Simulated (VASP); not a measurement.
Runs of VASP 6.6.1 on Pd. The structure is that of space group Fm-3m (No. 225), or close to it. The cells are those of the table. 

| cell | further INCAR settings | gap on the mesh (eV) | pressure (GPa) |
| --- | --- | --- | --- |
| a = 2.752, b = 2.871 Å, angles 58.6, 57.1, 58.6°, 1 atom | ALGO = Fast; EDIFF = 1e-06; NBANDS = 11 | none | (a) |
| a = 2.751, b = 2.802 Å, angles 59.4, 58.8, 59.4°, 1 atom | ALGO = Fast; EDIFF = 1e-06; NBANDS = 11 | none | 7.7 |
| a = 2.751, b = 2.836 Å, angles 59.0, 57.9, 59.0°, 1 atom | ALGO = Fast; EDIFF = 1e-06; NBANDS = 11 | none | 8.2 |
| a = 2.751, b = 2.785 Å, angles 59.6, 59.2, 59.6°, 1 atom | ALGO = Fast; EDIFF = 1e-06; NBANDS = 11 | none | (b) |
| a = 2.751, b = 2.682 Å, angles 60.8, 61.7, 60.8°, 1 atom | ALGO = Fast; EDIFF = 1e-07; NBANDS = 11 | none | 7.9 |
| a = 2.751, b = 2.854 Å, angles 58.8, 57.5, 58.8°, 1 atom | ALGO = Fast; EDIFF = 1e-07; NBANDS = 11 | none | 8.5 |
| a = 2.751, b = 2.768 Å, angles 59.8, 59.6, 59.8°, 1 atom | ALGO = Fast; EDIFF = 1e-06; NBANDS = 11 | none | 7.4 |

Alike in all rows: task single point; level PBE; potentials or basis VASP PAW PBE potentials, release 64 (Pd); no spin polarisation; k mesh 20 × 20 × 20; cutoff (eV) 520; smearing gaussian 0.15 eV.

Task: Estimate the missing entries.

Result: (a) 8.9; (b) 7.5.

A k mesh can miss the band edges, and the runs leave out spin-orbit coupling on Pd.

A gap of «none» marks levels without a gap at the run's occupations.
